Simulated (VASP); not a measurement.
A run of VASP 6.6.1:

INCAR

```
SYSTEM = Ir3F
PREC     = Accurate       ! precision mode
ENCUT    = 520            ! plane-wave cutoff, eV
EDIFF    = 1E-6           ! SCF threshold, eV
ISMEAR   = 0              ! smearing method
SIGMA    = 0.1            ! smearing width, eV
LREAL    = .FALSE.        ! projectors in reciprocal space
LASPH    = .TRUE.         ! aspherical terms in the spheres
NELM     = 100            ! most SCF steps
ALGO     = Normal         ! electronic algorithm
ISIF     = 2              ! what is computed and relaxed
LWAVE    = .FALSE.        ! write WAVECAR
LCHARG   = .TRUE.         ! write CHGCAR
LDIPOL   = .TRUE.       
IDIPOL   = 3            
DIPOL    = 0.5 0.5 0.361
GGA      = PE             ! functional
LELF     = .TRUE.         ! ELF
LVHAR    = .TRUE.       
LVACPOTAV= .TRUE.       
NBANDS   = 25             ! bands
```

File KPOINTS:

```
Automatic mesh
0
G
  12 12 1
  0 0 0
```

POSCAR

```
Ir3F
1.0
    2.7367600872      0.0000000000      0.0000000000
   -1.3683800436      2.3701037596      0.0000000000
    0.0000000000      0.0000000000     19.8425800730
Ir F
3 1
Direct
    0.6666666666      0.3333333333      0.2015866881
    0.3333333334      0.6666666667      0.3110139949
    0.0000000000      0.0000000000      0.4204382718
    0.1666666667      0.3333333333      0.5108526948
```

Potentials or basis: VASP PAW PBE potentials, release 64 (Ir, F).

The run is started by

```sh
$ cat potpaw_PBE.64/Ir/POTCAR potpaw_PBE.64/F/POTCAR > POTCAR
$ mpirun -np 1 vasp_std > vasp.out
```

Hardware: 1 thread of Intel Xeon 8259CL, on a shared host.

**Question.** Estimate the wall time of this run.

**Answer.** Wall time 5.5 min on 1 thread of Intel Xeon 8259CL, with other jobs on the host, peak memory 0.31 GiB. Counts: scf iterations 26, k points 43.
